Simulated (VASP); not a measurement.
# CaGe2N3 (I4/mmm) in VASP: single point with PBE

Aim: the single point of CaGe2N3 with PBE.

All numbers are computed with VASP 6.6.1; they aren't measurements. Logs are shortened: lines on timing, memory, paths and dates and some standing lists are left out, and cuts for length are marked.

## 1. The cell of the first run

Symmetry: I4/mmm, No. 139, tetragonal system. The conventional cell has a = 3.903 Å, b = 3.903 Å, c = 10.037 Å, α = 90.00°, β = 90.00°, γ = 90.00°. Ca (site symmetry 4/mmm) has 12 N at 2.76 to 3.18 Å and 10 Ge at 3.14 to 3.34 Å within 3.6 Å. Ge (site symmetry 4mm) has 5 N at 1.88 to 2.05 Å within 2.5 Å. N (site symmetry 4/mmm) has 2 Ge at 1.88 Å within 2.5 Å. Within 2.7 Å of N (site symmetry -4m2) lie 4 Ge at 2.05 Å.

## 2. Single point, PBE

The input, INCAR:

```
SYSTEM = CaGe2N3
PREC = Accurate ; ENCUT = 520
EDIFF = 1E-6 ; ISMEAR = 0
SIGMA = 0.2 ; LREAL = .False.
LASPH = .True. ; NELM = 80
ALGO = Normal ; ISIF = 2
LWAVE = .False. ; LCHARG = .True.
GGA = PE ; LELF = .True.
LVHAR = .True. ; NBANDS = 36
```

The input, KPOINTS:

```
regular mesh
0
Gamma
  5 5 5
  0 0 0
```

The input, POSCAR:

```
CaGe2N3
1.0
   -1.9512775971      1.9512775971      5.0186630862
    1.9512775971     -1.9512775971      5.0186630862
    1.9512775971      1.9512775971     -5.0186630862
Ca Ge N
1 2 3
Direct
    0.0000000000      0.0000000000      0.0000000000
    0.6868906953      0.6868906953      0.0000000000
    0.3131093047      0.3131093047      0.0000000000
    0.5000000000      0.5000000000      0.0000000000
    0.7500000000      0.2500000000      0.5000000000
    0.2500000000      0.7500000000      0.5000000000
```

Potentials or basis: VASP PAW PBE potentials, release 64 (Ca_sv, Ge_d, N).

Run with:

```console
$ cat potpaw_PBE.64/Ca_sv/POTCAR potpaw_PBE.64/Ge_d/POTCAR potpaw_PBE.64/N/POTCAR > POTCAR
$ mpirun -np 1 vasp_std > vasp.out
```

OUTCAR:

```text
SYSTEM = CaGe2N3
   PREC = Accurate
   ENCUT = 520
   EDIFF = 1E-6
   ISMEAR = 0
   LREAL = .False.
   LASPH = .True.
   NELM = 80
   ISIF = 2
   GGA = PE

 ion  position               nearest neighbor table
   1  0.000  0.000  0.000-
   2  0.687  0.687  0.000-   4 1.88   5 2.05   6 2.05   5 2.05   6 2.05
   3  0.313  0.313  0.000-   4 1.88   5 2.05   6 2.05   6 2.05   5 2.05
   4  0.500  0.500  0.000-   2 1.88   3 1.88
   5  0.750  0.250  0.500-   3 2.05   2 2.05   3 2.05   2 2.05
   6  0.250  0.750  0.500-   3 2.05   2 2.05   3 2.05   2 2.05

  LATTYP: Found a body centered tetragonal cell.
 ALAT       =     3.9025551942
 C/A-ratio  =     2.5719882674

  Lattice vectors:

 A1 = (  -1.9512775971,   1.9512775971,   5.0186630862)
 A2 = (   1.9512775971,  -1.9512775971,   5.0186630862)
 A3 = (   1.9512775971,   1.9512775971,  -5.0186630862)

Analysis of symmetry for initial positions (statically):
=====================================================================
 Subroutine PRICEL returns:
 Original cell was already a primitive cell.

 Routine SETGRP: Setting up the symmetry group for a
 body centered tetragonal supercell.

 Subroutine GETGRP returns: Found 16 space group operations
 (whereof 16 operations were pure point group operations)
 out of a pool of 16 trial point group operations.

The static configuration has the point symmetry D_4h.

Analysis of symmetry for dynamics (positions and initial velocities):
=====================================================================
 Subroutine PRICEL returns:
 Original cell was already a primitive cell.

 Routine SETGRP: Setting up the symmetry group for a
 body centered tetragonal supercell.

 Subroutine GETGRP returns: Found 16 space group operations
 (whereof 16 operations were pure point group operations)
 out of a pool of 16 trial point group operations.

The dynamic configuration has the point symmetry D_4h.

 Subroutine INISYM returns: Found 16 space group operations
 (whereof 16 operations are pure point group operations),
 and found     1 'primitive' translations

----------------------------------------------------------------------------------------

                                     Primitive cell

  volume of cell :      76.4339

  direct lattice vectors                    reciprocal lattice vectors
    -1.951277597  1.951277597  5.018663086     0.000000000  0.256242372  0.099628126
     1.951277597 -1.951277597  5.018663086     0.256242372  0.000000000  0.099628126
     1.951277597  1.951277597 -5.018663086     0.256242372  0.256242372  0.000000000

  length of vectors
     5.727298464  5.727298464  5.727298464     0.274928930  0.274928930  0.362381438

  position of ions in fractional coordinates (direct lattice)
     0.000000000  0.000000000  0.000000000
     0.686890695  0.686890695  0.000000000
     0.313109305  0.313109305  0.000000000
     0.500000000  0.500000000  0.000000000
     0.750000000  0.250000000  0.500000000
     0.250000000  0.750000000  0.500000000

  ion indices of the primitive-cell ions
   primitive index   ion index
                 1           1
                 2           2
                 3           3
                 4           4
                 5           5
                 6           6

----------------------------------------------------------------------------------------

 KPOINTS: regular mesh

Automatic generation of k-mesh.
 Grid dimensions read from file:
 generate k-points for:    5    5    5

 Generating k-lattice:

  Cartesian coordinates                     Fractional coordinates (reciprocal lattice)
     0.000000000  0.051248474  0.019925625     0.200000000  0.000000000  0.000000000
     0.051248474  0.000000000  0.019925625     0.000000000  0.200000000  0.000000000
     0.051248474  0.051248474  0.000000000     0.000000000  0.000000000  0.200000000

  Length of vectors
     0.054985786  0.054985786  0.072476288

  Shift w.r.t. Gamma in fractional coordinates (k-lattice)
     0.000000000  0.000000000  0.000000000

 Subroutine IBZKPT returns following result:
 ===========================================

 Found     18 irreducible k-points:

 Following reciprocal coordinates:
            Coordinates               Weight
  0.000000  0.000000  0.000000      1.000000
  0.200000  0.000000 -0.000000      8.000000
  0.400000  0.000000 -0.000000      8.000000
  0.200000  0.200000 -0.000000      8.000000
  0.400000  0.200000 -0.000000     16.000000
 -0.400000  0.200000  0.000000     16.000000
[... 10 lines left out ...]
 -0.400000  0.400000  0.400000      4.000000
 -0.400000 -0.400000  0.400000      2.000000
   k-points           NKPTS =     18   k-points in BZ     NKDIM =     18   number of bands    NBANDS=     36
   number of dos      NEDOS =    301   number of ions     NIONS =      6
   total plane-waves  NPLWV = 110592
   dimension x,y,z NGX =    48 NGY =   48 NGZ =   48
   dimension x,y,z NGXF=    96 NGYF=   96 NGZF=   96
   ions per type =               1   2   3
   NGX,Y,Z   is equivalent  to a cutoff of  13.93, 13.93, 13.93 a.u.
   NGXF,Y,Z  is equivalent  to a cutoff of  27.87, 27.87, 27.87 a.u.
 SYSTEM =  CaGe2N3
   PREC   = accura    normal or accurate (medium, high low for compatibility)
   ISTART =      0    job   : 0-new  1-cont  2-samecut
   ICHARG =      2    charge: 1-file 2-atom 10-const
   ISPIN  =      1    spin polarized calculation?
   LNONCOLLINEAR =      F non collinear calculations
   LSORBIT =      F    spin-orbit coupling
   LASPH  =      T    aspherical Exc in radial PAW
   ENCUT  =  520.0 eV  38.22 Ry    6.18 a.u.  10.65 10.65 10.65*2*pi/ulx,y,z
   NELM   =     80;   NELMIN=  2; NELMDL= -5     # of ELM steps
   EDIFF  = 0.1E-05   stopping-criterion for ELM
   LREAL  =      F    real-space projection
   EDIFFG = 0.1E-04   stopping-criterion for IOM
   NSW    =      0    number of steps for IOM
   IBRION =     -1    ionic relax: 0-MD 1-quasi-New 2-CG
   NFREE  =      0    steps in history (QN), initial steepest desc. (CG)
   ISIF   =      2    stress and relaxation
   ISYM   =      2    0-nonsym 1-usesym 2-fastsym
   POTIM  = 0.5000    time-step for ionic-motion
   TEBEG  =    0.0;   TEEND  =   0.0 temperature during run
   PSTRESS=    0.0 pullay stress
   NELECT =      53.0000    total number of electrons
   NUPDOWN=      -1.0000    fix difference up-down
   EMIN   =  10.00;   EMAX   =-10.00  energy-range for DOS
   EFERMI =   0.00;   METHOD = LEGACY
   ISMEAR =     0;   SIGMA  =   0.20  broadening in eV -4-tet -1-fermi 0-gaus
   EFERMI_NEDOS =   21; number of points for ismear=-14 and -15
   IALGO  =     38    algorithm
   IMIX   =      4    mixing-type and parameters
     AMIX     =   0.40;   BMIX     =  1.00
     AMIX_MAG =   1.60;   BMIX_MAG =  1.00
  volume/ion in A,a.u.               =      12.74        85.97
  Fermi-wavevector in a.u.,A,eV,Ry     =   1.449010  2.738232 28.567203  2.099630
  Thomas-Fermi vector in A             =   2.566786
   LORBIT       =      0    0 simple, 1 ext, 2 COOP (PROOUT), +10 PAW based schemes
   GGA     = PE    functional components
   LHFCALC =     F    Hartree Fock is set to
   AEXX    =    0.0000 exact exchange contribution
   IVDW    =     0    specifies the selected vdW correction
   LEPSILON=     F    determine dielectric tensor
   LRPA    =     F    only Hartree local field effects (RPA)
 non-spin polarized calculation
 Gauss-broadening in eV      SIGMA  =   0.20
  energy-cutoff  :      520.00
  volume of cell :       76.43
 maximum number of plane-waves:      2071
 NGX is ok and might be reduce to    48
   NGX = 21   NGY = 21   NGZ = 21

 number of electron      53.0000004 magnetization

 Free energy of the ion-electron system (eV)
  ---------------------------------------------------
  ext. energy  EPLUGINS =         0.00000000
  ---------------------------------------------------
  free energy    TOTEN  =       -36.37669153 eV

  energy without entropy =      -36.36459981  energy(sigma->0) =      -36.37064567

 E-fermi :   8.1623     XC(G=0): -11.2480

 val. band max:        8.0801026925   @ k =  -0.4000   0.4000   0.0000
 cond. band min:       8.2766194533   @ k =  -0.2000   0.2000   0.0000
 fundamental gap:      0.1965167607
 Fermi energy:         8.1622693376

 k-point     1 :       0.0000    0.0000    0.0000
  band No.  band energies     occupation
      1     -34.7856      2.00000
      2     -18.3151      2.00000
      3     -18.2677      2.00000
      4     -18.2316      2.00000
      5     -18.2024      2.00000
      6     -18.1744      2.00000
[... 28 lines left out ...]
     35      13.2282      0.00000
     36      13.3676      0.00000

 k-point     2 :       0.2000    0.0000   -0.0000
  band No.  band energies     occupation
      1     -34.7838      2.00000
      2     -18.2978      2.00000
      3     -18.2676      2.00000
      4     -18.2326      2.00000
      5     -18.2058      2.00000
      6     -18.1819      2.00000
[... 28 lines left out ...]
     35      12.8096      0.00000
     36      13.6056      0.00000

 k-point     3 :       0.4000    0.0000   -0.0000
  band No.  band energies     occupation
      1     -34.7808      2.00000
      2     -18.2745      2.00000
      3     -18.2600      2.00000
      4     -18.2269      2.00000
      5     -18.2061      2.00000
      6     -18.1995      2.00000
[... 28 lines left out ...]
     35      12.3301      0.00000
     36      13.3897      0.00000

 k-point     4 :       0.2000    0.2000   -0.0000
  band No.  band energies     occupation
      1     -34.7820      2.00000
      2     -18.2808      2.00000
      3     -18.2652      2.00000
      4     -18.2337      2.00000
      5     -18.2055      2.00000
      6     -18.1811      2.00000
[... 28 lines left out ...]
     35      12.2415      0.00000
     36      13.9853      0.00000

 k-point     5 :       0.4000    0.2000   -0.0000
  band No.  band energies     occupation
      1     -34.7791      2.00000
      2     -18.2655      2.00000
      3     -18.2458      2.00000
      4     -18.2292      2.00000
      5     -18.2036      2.00000
      6     -18.1955      2.00000
[... 421 lines left out ...]
 k-point    16 :      -0.2000   -0.2000    0.2000
  band No.  band energies     occupation
      1     -34.7856      2.00000
      2     -18.3152      2.00000
      3     -18.2664      2.00000
      4     -18.2326      2.00000
      5     -18.2024      2.00000
      6     -18.1763      2.00000
[... 28 lines left out ...]
     35      12.8045      0.00000
     36      13.6826      0.00000

 k-point    17 :      -0.4000    0.4000    0.4000
  band No.  band energies     occupation
      1     -34.7837      2.00000
      2     -18.2985      2.00000
      3     -18.2598      2.00000
      4     -18.2397      2.00000
      5     -18.2045      2.00000
      6     -18.1854      2.00000
[... 28 lines left out ...]
     35      12.6796      0.00000
     36      13.8500      0.00000

 k-point    18 :      -0.4000   -0.4000    0.4000
  band No.  band energies     occupation
      1     -34.7855      2.00000
      2     -18.3154      2.00000
      3     -18.2617      2.00000
      4     -18.2368      2.00000
      5     -18.2023      2.00000
      6     -18.1788      2.00000
[... 28 lines left out ...]
     35      14.0793      0.00000
     36      14.1663      0.00000

------------------------ aborting loop because EDIFF is reached ----------------------------------------

  FORCE on cell =-STRESS in cart. coord.  units (eV):
  Direction    XX          YY          ZZ          XY          YZ          ZX
  --------------------------------------------------------------------------------------
  -------------------------------------------------------------------------------------
  Total       -0.0723249     -0.0723249      0.0887473      0.0000000      0.0000000      0.0000000
  in kB       -1.5160451     -1.5160451      1.8602862      0.0000000      0.0000000      0.0000000
  external PRESSURE =      -0.3906013 kB  Pullay stress =       0.0000000 kB

 VOLUME and BASIS-vectors are now :
 -----------------------------------------------------------------------------
  energy-cutoff  :      520.00
  volume of cell :       76.43
      direct lattice vectors                 reciprocal lattice vectors
    -1.951277597  1.951277597  5.018663086     0.000000000  0.256242372  0.099628126
     1.951277597 -1.951277597  5.018663086     0.256242372  0.000000000  0.099628126
     1.951277597  1.951277597 -5.018663086     0.256242372  0.256242372  0.000000000

 POSITION                                       TOTAL-FORCE (eV/Angst)
 -----------------------------------------------------------------------------------
      0.00000      0.00000      0.00000         0.000000      0.000000     -0.000000
      0.00000      0.00000      6.89455         0.000000      0.000000     -0.030671
      0.00000      0.00000      3.14278        -0.000000     -0.000000      0.030671
      0.00000      0.00000      5.01866         0.000000      0.000000     -0.000000
     -0.00000      1.95128      2.50933         0.000000      0.000000     -0.000000
      1.95128     -0.00000      2.50933         0.000000      0.000000     -0.000000
 -----------------------------------------------------------------------------------
    total drift:                               -0.000000     -0.000000      0.000000

  FREE ENERGIE OF THE ION-ELECTRON SYSTEM (eV)
  ---------------------------------------------------
  free  energy   TOTEN  =       -36.3766915298 eV

  energy  without entropy=      -36.3645998147  energy(sigma->0) =      -36.37064567
```

Wall time 60 s (1 thread of Intel Xeon Platinum 8559C (Emerald Rapids), shared host); peak memory 0.33 GiB.

Results:

```
Free energy   : -36.3767 eV
Pressure      : 0.0 GPa
Largest force : 0.031 eV/Å
```

Forces in eV/Å, atoms in the order of the input:
```
Ca   0.000  0.000  0.000
Ge   0.000  0.000 -0.031
Ge   0.000  0.000  0.031
N    0.000  0.000  0.000
N    0.000  0.000  0.000
N    0.000  0.000  0.000
```

Stress tensor (GPa, compression positive):
```
-0.15  0.00  0.00
 0.00 -0.15  0.00
 0.00  0.00  0.19
```

Levels at points of the mesh, in eV from the Fermi level:
| k point | band 25 | band 26 | band 27 | band 28 | band 29 | band 30 |
| --- | --- | --- | --- | --- | --- | --- |
| (0.00, 0.00, 0.00) | -3.18 | -3.18 | -3.03 | -2.14 | 1.08 | 1.26 |

Caveat: the k points lie up to 0.46 Å⁻¹ apart.
